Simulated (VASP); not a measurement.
Set up this calculation in VASP 6.6.1, as the native input.

| Item | Value |
| --- | --- |
| Task | single point |
| Functional | r2SCAN |
| Potentials or basis | VASP PAW PBE potentials, release 64 (Pd) |
| Cutoff | 520 eV |
| k mesh | 16 × 16 × 16 |
| Occupations | fermi-dirac, width 0.05 eV |
| Spin | collinear spin |
| Starting moments | [0.5] μB |
| Dipole correction | no |
| Further INCAR settings | ALGO = Normal; EDIFF = 1e-06; NBANDS = 15 |

Pd:

```
Pd
1.0
    -1.55522    1.55522    1.55522
     1.55522   -1.55522    1.55522
     1.55522    1.55522   -1.55522
Pd
1
Direct
  0.00000 0.00000 0.00000
```

This isn't the form of Pd at room conditions, which is fcc.

These files were run (other wordings do the same):

POSCAR

```
Pd
1.0
   -1.5552217449      1.5552217449      1.5552217449
    1.5552217449     -1.5552217449      1.5552217449
    1.5552217449      1.5552217449     -1.5552217449
Pd
1
Direct
    0.0000000000      0.0000000000      0.0000000000
```

INCAR.step1

```
SYSTEM = Pd
PREC = Accurate ; ENCUT = 520
ISMEAR = -1 ; SIGMA = 0.05
LREAL = .False. ; LASPH = .True.
NELM = 150 ; ISPIN = 2
MAGMOM = 0.5 ; LMAXMIX = 4
NBANDS = 15 ; GGA = PE
ALGO = Normal ; EDIFF = 1E-4
LWAVE = .True. ; LCHARG = .False.
```

INCAR.step2

```
SYSTEM = Pd
PREC = Accurate ; ENCUT = 520
EDIFF = 1E-6 ; ISMEAR = -1
SIGMA = 0.05 ; LREAL = .False.
LASPH = .True. ; NELM = 150
ALGO = Normal ; ISIF = 2
LWAVE = .False. ; LCHARG = .True.
ISPIN = 2 ; MAGMOM = 0.5
LORBIT = 11 ; LMAXMIX = 4
METAGGA = R2SCAN ; LMIXTAU = .True.
LELF = .True. ; LVHAR = .True.
NBANDS = 15 ; ISTART = 1
```

KPOINTS

```
Automatic mesh
0
Gamma
  16 16 16
  0 0 0
```

Potentials or basis: VASP PAW PBE potentials, release 64 (Pd).

The run is started by

```sh
$ cat potpaw_PBE.64/Pd/POTCAR > POTCAR
$ cp INCAR.step1 INCAR
$ mpirun -np 1 vasp_std > vasp.out
$ cp INCAR.step2 INCAR
$ mpirun -np 1 vasp_std > vasp.out
```

Results of the run:

```yaml
Pressure: 0.6 GPa
Band_gap_on_the_k_mesh: zero (filled and empty bands overlap)
Net_moment: 0.00 μB per cell
Valence_electrons_inside_the_program's_atomic_spheres: Pd 9.45
```

Caveat: the PAW data sets were made with another functional, which shifts forces and pressure a little.

Run time: 110 s on 1 thread of AMD EPYC 9R45 96-Core Processor (Zen 5), on a shared host, peak memory 0.14 GiB.
